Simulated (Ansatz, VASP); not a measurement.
Two plane-wave programs on GaP

```
Ga P
1.0
     1.98112    1.14380    6.55694
    -1.98112    1.14380    6.55694
     0.00000   -2.28760    6.55694
Ga P
2 2
Direct
  0.56463 0.56463 0.56463
  0.43537 0.43537 0.43537
  0.94261 0.94261 0.94261
  0.05739 0.05739 0.05739
```

Alike in both runs: task single point; functional PBEsol; k mesh 8 × 8 × 8; occupations fermi-dirac, width 0.05 eV; no spin polarisation.

|  | VASP | Ansatz |
| --- | --- | --- |
| version | VASP 6.6.1 | Ansatz 0.2.0 |
| potentials or method | VASP PAW PBE potentials, release 64 (Ga_d, P) | Ansatz PAW |
| plane-wave cutoff (eV) | 520 | 420 |
| valence electrons in the cell | 36 | 36 |

|  | VASP | Ansatz | Ansatz less VASP |
| --- | --- | --- | --- |
| gap on the k mesh at the Fermi level (eV) | 0.70 | 0.69 | -0.009 |
| least direct gap on the mesh (eV) | 0.87 | 0.87 | +0.003 |
| pressure (GPa) | -6.2 | -6.2 | +0.02 |
| traceless stress, the component that is largest in VASP (GPa) | -0.25 | -0.23 | +0.020 |
| rms of the force components (eV/Å) | 0.025 | 0.022 | -0.0034 |

VASP's potentials were made for PBE, not for PBEsol. Atom by atom the forces differ by 0.006 eV/Å (rms over components).
